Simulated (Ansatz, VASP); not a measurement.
## One calculation of BC5, two programs

Contents of INCAR:

```
PREC = Accurate
ENCUT = 520
EDIFF = 1E-6
ISMEAR = -1
SIGMA = 0.05
LREAL = F
LASPH = T
NELM = 60
ALGO = Normal
ISIF = 2
LWAVE = F
LCHARG = F
GGA = PE
NBANDS = 20
```

The input KPOINTS:

```
regular mesh
0
Gamma
  15 15 15
```

The input POSCAR:

```
BC5
1.0
   -1.2323438144      1.2323438144      5.5884221795
    1.2323438144     -1.2323438144      5.5884221795
    1.2323438144      1.2323438144     -5.5884221795
C B
5 1
Direct
    0.0801160000      0.5801160000      0.5000000000
    0.4198840000      0.9198840000      0.5000000000
    0.5000000000      0.5000000000      0.0000000000
    0.1562810000      0.1562810000      0.0000000000
    0.8437190000      0.8437190000      0.0000000000
    0.7500000000      0.2500000000      0.5000000000
```

File input.yaml:

```yaml
crystal:
  lattice:
    - [-1.2323438144, 1.2323438144, 5.5884221795]
    - [1.2323438144, -1.2323438144, 5.5884221795]
    - [1.2323438144, 1.2323438144, -5.5884221795]
  atoms:
    - { symbol: C, position: [0.080116, 0.580116, 0.5] }
    - { symbol: C, position: [0.419884, 0.919884, 0.5] }
    - { symbol: C, position: [0.5, 0.5, 0.0] }
    - { symbol: C, position: [0.156281, 0.156281, 0.0] }
    - { symbol: C, position: [0.843719, 0.843719, 0.0] }
    - { symbol: B, position: [0.75, 0.25, 0.5] }
hamiltonian:
  xc: pbe
  pseudopotentials: { kind: paw }
kpoints:
  mp_grid: { grid: [15, 15, 15] }
scf:
  occupations: { method: fermi_dirac, width: 0.05 }
output:
  forces: true
  stress: true
  eigenvalues: true
```

Alike in both runs: task single point; functional PBE; k mesh 15 × 15 × 15; occupations fermi-dirac, width 0.05 eV; no spin polarisation.

```csv
,VASP,Ansatz
version,VASP 6.6.1,Ansatz 0.2.0
potentials or method,"VASP PAW PBE potentials, release 64 (C, B)",Ansatz PAW
plane-wave cutoff (eV),520,420
valence electrons in the cell,23,23
```

```csv
,VASP,Ansatz,Ansatz less VASP
gap on the k mesh at the Fermi level (eV),none,none,-
pressure (GPa),25.9,25.2,-0.71
"traceless stress, the component that is largest in VASP (GPa)",-0.13,-0.14,-0.006
rms of the force components (eV/Å),0.070,0.061,-0.0089
```

Atom by atom the forces differ by 0.009 eV/Å (rms over components). A gap of «none» marks a metal or a gap that the smearing closes.
